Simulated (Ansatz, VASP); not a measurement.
## Two plane-wave programs on TaMo2C3

```
Ta Mo C
1.0
    -2.09467    2.09467    4.96184
     2.09467   -2.09467    4.96184
     2.09467    2.09467   -4.96184
Ta Mo C
1 2 3
Cartesian
  0.0000 0.0000 8.5055
  0.0000 2.0947 1.4180
  2.0947 0.0000 1.4180
  0.0000 0.0000 5.1642
  0.0000 2.0947 3.9570
  2.0947 0.0000 3.9570
```

Alike in both runs: task single point; functional PBE; k mesh 6 × 6 × 6; occupations gaussian, width 0.1 eV; no spin polarisation.

```csv
,VASP,Ansatz
version,VASP 6.6.1,Ansatz 0.2.0
potentials or method,"VASP PAW PBE potentials, release 64 (Ta_pv, Mo_sv, C), cutoff 520 eV","scalar-relativistic, plane waves, PAW"
valence electrons in the cell,51,53
```

|  | VASP | Ansatz | Ansatz less VASP |
| --- | --- | --- | --- |
| gap on the k mesh at the Fermi level (eV) | none | none | - |
| pressure (GPa) | -22.8 | -23.0 | -0.24 |
| traceless stress, the component that is largest in VASP (GPa) | -19.29 | -19.26 | +0.039 |
| rms of the force components (eV/Å) | 0.936 | 0.939 | +0.0026 |

Atom by atom the forces differ by 0.006 eV/Å (rms over components). A gap of «none» marks a metal or a gap that the smearing closes. With one functional, cell and mesh, what is left measures potentials, basis and numerics. VASP's potentials hold 51 valence electrons a cell and Ansatz's 53, so a difference there can come from the potentials and not from the codes.

Neither program's run includes spin-orbit coupling.
